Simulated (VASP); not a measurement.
# Lu (Im-3m) in VASP: a series of runs

Lu is run at these levels: PBE; tasks: single point.

Everything below comes from runs of VASP 6.6.1. Logs are shortened: lines on timing, memory, paths and dates and some standing lists are left out, and cuts for length are marked.

## Step 1: The cell of the first run

It takes space group Im-3m (No. 229, cubic). The conventional cell has a = 3.842 Å, b = 3.842 Å, c = 3.842 Å, α = 90.00°, β = 90.00°, γ = 90.00°. Lu (site symmetry m-3m) has 14 Lu at 3.33 to 3.84 Å within 4.4 Å.

## Step 2: Single point, PBE (volume scaled by 0.95)

The input, INCAR:

```
SYSTEM = Lu
  PREC = Accurate
  ENCUT = 520
  EDIFF = 1E-6
  ISMEAR = -1
  SIGMA = 0.05
  LREAL = .False.
  LASPH = .True.
  NELM = 80
  ALGO = Normal
  ISIF = 2
  LWAVE = .False.
  LCHARG = .True.
  GGA = PE
  LELF = .True.
  LVHAR = .True.
  NBANDS = 18
```

The input, KPOINTS:

```
regular mesh
0
Gamma
  15 15 15
  0 0 0
```

The input, POSCAR:

```
Lu
1.0
   -1.9209802497      1.9209802497      1.9209802497
    1.9209802497     -1.9209802497      1.9209802497
    1.9209802497      1.9209802497     -1.9209802497
Lu
1
Direct
    0.0000000000      0.0000000000      0.0000000000
```

Potentials or basis: VASP PAW PBE potentials, release 64 (Lu).

Started as:

```sh
> cat potpaw_PBE.64/Lu/POTCAR > POTCAR
> mpirun -np 1 vasp_std > vasp.out
```

OUTCAR:

```text
SYSTEM = Lu
   PREC = Accurate
   ENCUT = 520
   EDIFF = 1E-6
   ISMEAR = -1
   LREAL = .False.
   LASPH = .True.
   NELM = 80
   ISIF = 2
   GGA = PE

 ion  position               nearest neighbor table
   1  0.000  0.000  0.000-

  LATTYP: Found a body centered cubic cell.
 ALAT       =     3.8419604994

  Lattice vectors:

 A1 = (  -1.9209802497,   1.9209802497,   1.9209802497)
 A2 = (   1.9209802497,  -1.9209802497,   1.9209802497)
 A3 = (   1.9209802497,   1.9209802497,  -1.9209802497)

Analysis of symmetry for initial positions (statically):
=====================================================================
 Subroutine PRICEL returns:
 Original cell was already a primitive cell.

 Routine SETGRP: Setting up the symmetry group for a
 body centered cubic supercell.

 Subroutine GETGRP returns: Found 48 space group operations
 (whereof 48 operations were pure point group operations)
 out of a pool of 48 trial point group operations.

The static configuration has the point symmetry O_h .

Analysis of symmetry for dynamics (positions and initial velocities):
=====================================================================
 Subroutine PRICEL returns:
 Original cell was already a primitive cell.

 Routine SETGRP: Setting up the symmetry group for a
 body centered cubic supercell.

 Subroutine GETGRP returns: Found 48 space group operations
 (whereof 48 operations were pure point group operations)
 out of a pool of 48 trial point group operations.

The dynamic configuration has the point symmetry O_h .

 Subroutine INISYM returns: Found 48 space group operations
 (whereof 48 operations are pure point group operations),
 and found     1 'primitive' translations

----------------------------------------------------------------------------------------

                                     Primitive cell

  volume of cell :      28.3549

  direct lattice vectors                    reciprocal lattice vectors
    -1.920980250  1.920980250  1.920980250     0.000000000  0.260283780  0.260283780
     1.920980250 -1.920980250  1.920980250     0.260283780  0.000000000  0.260283780
     1.920980250  1.920980250 -1.920980250     0.260283780  0.260283780  0.000000000

  length of vectors
     3.327235393  3.327235393  3.327235393     0.368096851  0.368096851  0.368096851

  position of ions in fractional coordinates (direct lattice)
     0.000000000  0.000000000  0.000000000

  ion indices of the primitive-cell ions
   primitive index   ion index
                 1           1

----------------------------------------------------------------------------------------

 KPOINTS: regular mesh

Automatic generation of k-mesh.
 Grid dimensions read from file:
 generate k-points for:   15   15   15

 Generating k-lattice:

  Cartesian coordinates                     Fractional coordinates (reciprocal lattice)
     0.000000000  0.017352252  0.017352252     0.066666667  0.000000000  0.000000000
     0.017352252  0.000000000  0.017352252     0.000000000  0.066666667  0.000000000
     0.017352252  0.017352252  0.000000000     0.000000000  0.000000000  0.066666667

  Length of vectors
     0.024539790  0.024539790  0.024539790

  Shift w.r.t. Gamma in fractional coordinates (k-lattice)
     0.000000000  0.000000000  0.000000000

 Subroutine IBZKPT returns following result:
 ===========================================

 Found    120 irreducible k-points:

 Following reciprocal coordinates:
            Coordinates               Weight
  0.000000  0.000000  0.000000      1.000000
  0.066667  0.000000  0.000000     12.000000
  0.133333  0.000000  0.000000     12.000000
  0.200000  0.000000  0.000000     12.000000
  0.266667  0.000000  0.000000     12.000000
  0.333333  0.000000  0.000000     12.000000
[... 16 lines left out ...]
  0.333333  0.200000  0.000000     48.000000
  0.400000  0.200000  0.000000     24.000000
 [... further k-points ...]
   k-points           NKPTS =    120   k-points in BZ     NKDIM =    120   number of bands    NBANDS=     18
   number of dos      NEDOS =    301   number of ions     NIONS =      1
   total plane-waves  NPLWV =  21952
   dimension x,y,z NGX =    28 NGY =   28 NGZ =   28
   dimension x,y,z NGXF=    56 NGYF=   56 NGZF=   56
   ions per type =               1
   NGX,Y,Z   is equivalent  to a cutoff of  13.99, 13.99, 13.99 a.u.
   NGXF,Y,Z  is equivalent  to a cutoff of  27.98, 27.98, 27.98 a.u.
 SYSTEM =  Lu
   PREC   = accura    normal or accurate (medium, high low for compatibility)
   ISTART =      0    job   : 0-new  1-cont  2-samecut
   ICHARG =      2    charge: 1-file 2-atom 10-const
   ISPIN  =      1    spin polarized calculation?
   LNONCOLLINEAR =      F non collinear calculations
   LSORBIT =      F    spin-orbit coupling
   LASPH  =      T    aspherical Exc in radial PAW
   ENCUT  =  520.0 eV  38.22 Ry    6.18 a.u.   6.19  6.19  6.19*2*pi/ulx,y,z
   NELM   =     80;   NELMIN=  2; NELMDL= -5     # of ELM steps
   EDIFF  = 0.1E-05   stopping-criterion for ELM
   LREAL  =      F    real-space projection
   EDIFFG = 0.1E-04   stopping-criterion for IOM
   NSW    =      0    number of steps for IOM
   IBRION =     -1    ionic relax: 0-MD 1-quasi-New 2-CG
   NFREE  =      0    steps in history (QN), initial steepest desc. (CG)
   ISIF   =      2    stress and relaxation
   ISYM   =      2    0-nonsym 1-usesym 2-fastsym
   POTIM  = 0.5000    time-step for ionic-motion
   TEBEG  =    0.0;   TEEND  =   0.0 temperature during run
   PSTRESS=    0.0 pullay stress
   NELECT =      25.0000    total number of electrons
   NUPDOWN=      -1.0000    fix difference up-down
   EMIN   =  10.00;   EMAX   =-10.00  energy-range for DOS
   EFERMI =   0.00;   METHOD = LEGACY
   ISMEAR =    -1;   SIGMA  =   0.05  broadening in eV -4-tet -1-fermi 0-gaus
   EFERMI_NEDOS =   21; number of points for ismear=-14 and -15
   IALGO  =     38    algorithm
   IMIX   =      4    mixing-type and parameters
     AMIX     =   0.40;   BMIX     =  1.00
     AMIX_MAG =   1.60;   BMIX_MAG =  1.00
  volume/ion in A,a.u.               =      28.35       191.35
  Fermi-wavevector in a.u.,A,eV,Ry     =   1.569803  2.966498 33.528603  2.464283
  Thomas-Fermi vector in A             =   2.671631
   LORBIT       =      0    0 simple, 1 ext, 2 COOP (PROOUT), +10 PAW based schemes
   GGA     = PE    functional components
   LHFCALC =     F    Hartree Fock is set to
   AEXX    =    0.0000 exact exchange contribution
   IVDW    =     0    specifies the selected vdW correction
   LEPSILON=     F    determine dielectric tensor
   LRPA    =     F    only Hartree local field effects (RPA)
 non-spin polarized calculation
  energy-cutoff  :      520.00
  volume of cell :       28.35
 maximum number of plane-waves:       780
 NGX is ok and might be reduce to    28
   NGX = 13   NGY = 13   NGZ = 13

 number of electron      24.9999998 magnetization

 Free energy of the ion-electron system (eV)
  ---------------------------------------------------
  ext. energy  EPLUGINS =         0.00000000
  ---------------------------------------------------
  free energy    TOTEN  =        -4.38032890 eV

  energy without entropy =       -4.36201296  energy(sigma->0) =       -4.37117093

 E-fermi :   2.4923     XC(G=0): -10.7998

 val. band max:        2.4899967344   @ k =   0.2667   0.1333   0.1333
 cond. band min:       2.4984309974   @ k =   0.2667   0.2000  -0.0000
 fundamental gap:      0.0084342630
 Fermi energy:         2.4922831782

 k-point     1 :       0.0000    0.0000    0.0000
  band No.  band energies     occupation
      1     -53.8551      2.00000
      2     -24.2564      2.00000
      3     -24.2564      2.00000
      4     -24.2564      2.00000
      5      -3.7480      2.00000
      6      -2.6334      2.00000
[... 10 lines left out ...]
     17       6.9391      0.00000
     18      14.2948      0.00000

 k-point     2 :       0.0667    0.0000    0.0000
  band No.  band energies     occupation
      1     -53.8535      2.00000
      2     -24.2812      2.00000
      3     -24.2643      2.00000
      4     -24.2565      2.00000
      5      -3.6136      2.00000
      6      -2.6321      2.00000
[... 10 lines left out ...]
     17       6.9375      0.00000
     18      14.4307      0.00000

 k-point     3 :       0.1333    0.0000    0.0000
  band No.  band energies     occupation
      1     -53.8491      2.00000
      2     -24.3506      2.00000
      3     -24.2864      2.00000
      4     -24.2567      2.00000
      5      -3.2228      2.00000
      6      -2.6289      2.00000
[... 10 lines left out ...]
     17       6.9464      0.00000
     18      14.7277      0.00000

 k-point     4 :       0.2000    0.0000    0.0000
  band No.  band energies     occupation
      1     -53.8425      2.00000
      2     -24.4511      2.00000
      3     -24.3187      2.00000
      4     -24.2570      2.00000
      5      -2.6250      2.00000
      6      -2.6179      2.00000
[... 10 lines left out ...]
     17       6.9960      0.00000
     18      14.7338      0.00000

 k-point     5 :       0.2667    0.0000    0.0000
  band No.  band energies     occupation
      1     -53.8350      2.00000
      2     -24.5638      2.00000
      3     -24.3556      2.00000
      4     -24.2574      2.00000
      5      -2.6222      2.00000
      6      -2.6007      2.00000
[... 10 lines left out ...]
     17       7.1131      0.00000
     18      14.0294      0.00000

 k-point     6 :       0.3333    0.0000    0.0000
  band No.  band energies     occupation
      1     -53.8278      2.00000
      2     -24.6692      2.00000
      3     -24.3907      2.00000
      4     -24.2577      2.00000
      5      -2.6216      2.00000
      6      -2.5937      2.00000
[... 10 lines left out ...]
     17       7.7435      0.00000
     18      13.0523      0.00000

 k-point     7 :       0.4000    0.0000    0.0000
  band No.  band energies     occupation
      1     -53.8222      2.00000
      2     -24.7499      2.00000
      3     -24.4178      2.00000
      4     -24.2580      2.00000
      5      -2.6225      2.00000
      6      -2.6026      2.00000
[... 10 lines left out ...]
     17       8.8483      0.00000
     18      11.9187      0.00000

 k-point     8 :       0.4667    0.0000    0.0000
  band No.  band energies     occupation
      1     -53.8191      2.00000
      2     -24.7935      2.00000
      3     -24.4326      2.00000
      4     -24.2582      2.00000
      5      -2.6235      2.00000
      6      -2.6088      2.00000
[... 10 lines left out ...]
     17       9.7163      0.00000
     18      11.3619      0.00000
[... 229 lines left out ...]
     17       9.1535      0.00000
     18      11.3470      0.00000

 k-point    20 :       0.4000    0.1333   -0.0000
  band No.  band energies     occupation
      1     -53.8176      2.00000
      2     -24.7645      2.00000
      3     -24.4617      2.00000
      4     -24.2900      2.00000
      5      -2.6159      2.00000
      6      -2.6123      2.00000
[... 10 lines left out ...]
     17       9.9857      0.00000
     18      10.6268      0.00000

 k-point    21 :       0.2000    0.2000    0.0000
  band No.  band energies     occupation
      1     -53.8261      2.00000
      2     -24.6505      2.00000
      3     -24.4045      2.00000
      4     -24.2991      2.00000
      5      -2.6097      2.00000
      6      -2.5998      2.00000
[... 10 lines left out ...]
     17       8.0526      0.00000
     18      12.4544      0.00000

 k-point    22 :       0.2667    0.2000   -0.0000
  band No.  band energies     occupation
      1     -53.8208      2.00000
      2     -24.6973      2.00000
      3     -24.4542      2.00000
      4     -24.3064      2.00000
      5      -2.6092      2.00000
      6      -2.6066      2.00000
[... 10 lines left out ...]
     17       9.0521      0.00000
     18      11.3358      0.00000

 k-point    23 :       0.3333    0.2000    0.0000
  band No.  band energies     occupation
      1     -53.8172      2.00000
      2     -24.7244      2.00000
      3     -24.4937      2.00000
      4     -24.3098      2.00000
      5      -2.6144      2.00000
      6      -2.6068      2.00000
[... 10 lines left out ...]
     17       9.8558      0.00000
     18      10.4681      0.00000

 k-point    24 :       0.4000    0.2000    0.0000
  band No.  band energies     occupation
      1     -53.8159      2.00000
      2     -24.7329      2.00000
      3     -24.5088      2.00000
      4     -24.3108      2.00000
      5      -2.6161      2.00000
      6      -2.6072      2.00000
[... 10 lines left out ...]
     17       9.7096      0.00000
     18      10.6121      0.00000

 [... further k-points ...]
[... 5 lines left out ...]
  --------------------------------------------------------------------------------------
  -------------------------------------------------------------------------------------
  Total        0.3813515      0.3813515      0.3813515     -0.0000000     -0.0000000      0.0000000
  in kB       21.5480179     21.5480179     21.5480179     -0.0000000     -0.0000000      0.0000000
  external PRESSURE =      21.5480179 kB  Pullay stress =       0.0000000 kB

 VOLUME and BASIS-vectors are now :
 -----------------------------------------------------------------------------
  energy-cutoff  :      520.00
  volume of cell :       28.35
      direct lattice vectors                 reciprocal lattice vectors
    -1.920980250  1.920980250  1.920980250     0.000000000  0.260283780  0.260283780
     1.920980250 -1.920980250  1.920980250     0.260283780  0.000000000  0.260283780
     1.920980250  1.920980250 -1.920980250     0.260283780  0.260283780  0.000000000

 POSITION                                       TOTAL-FORCE (eV/Angst)
 -----------------------------------------------------------------------------------
      0.00000      0.00000      0.00000         0.000000     -0.000000      0.000000
 -----------------------------------------------------------------------------------
    total drift:                               -0.000000     -0.000000     -0.000000

  FREE ENERGIE OF THE ION-ELECTRON SYSTEM (eV)
  ---------------------------------------------------
  free  energy   TOTEN  =        -4.3803289049 eV

  energy  without entropy=       -4.3620129599  energy(sigma->0) =       -4.37117093
```

Wall time 61 s (1 thread of Intel Xeon Platinum 8488C (Sapphire Rapids), shared host); peak memory 0.21 GiB.

Results:

```
Free energy : -4.3803 eV
Pressure    : 2.2 GPa
```

Caveat: spin-orbit coupling is left out, which moves the levels of the heavy elements.

[end of part 1 of 2]
